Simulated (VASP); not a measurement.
Input of a VASP 6.6.1 run:

INCAR

```
PREC = Accurate ; ENCUT = 520
EDIFF = 1E-6 ; ISMEAR = 0
SIGMA = 0.02 ; LREAL = F
LASPH = T ; NELM = 100
ALGO = Normal ; ISIF = 2
LWAVE = F ; LCHARG = F
GGA = PE ; NBANDS = 29
```

KPOINTS

```
regular mesh
0
Gamma
  6 6 6
```

The input POSCAR:

```
KZnF3
1.0
    4.1273411201      0.0000000000      0.0000000000
    0.0000000000      4.1273411201      0.0000000000
    0.0000000000      0.0000000000      4.1273411201
K Zn F
1 1 3
Direct
    0.0000000000      0.0000000000      0.0000000000
    0.5000000000      0.5000000000      0.5000000000
    0.0000000000      0.5000000000      0.5000000000
    0.5000000000      0.0000000000      0.5000000000
    0.5000000000      0.5000000000      0.0000000000
```

Potentials or basis: VASP PAW PBE potentials, release 64 (K_sv, Zn, F).

Run with:

```sh
$ cat potpaw_PBE.64/K_sv/POTCAR potpaw_PBE.64/Zn/POTCAR potpaw_PBE.64/F/POTCAR > POTCAR
$ mpirun -np 1 vasp_std > vasp.out
```

What does it give for the band gap on the k mesh?

3.65 eV (least direct gap 5.19 eV).

What does it give for the pressure?

0.3 GPa.

A k mesh can miss the band edges.
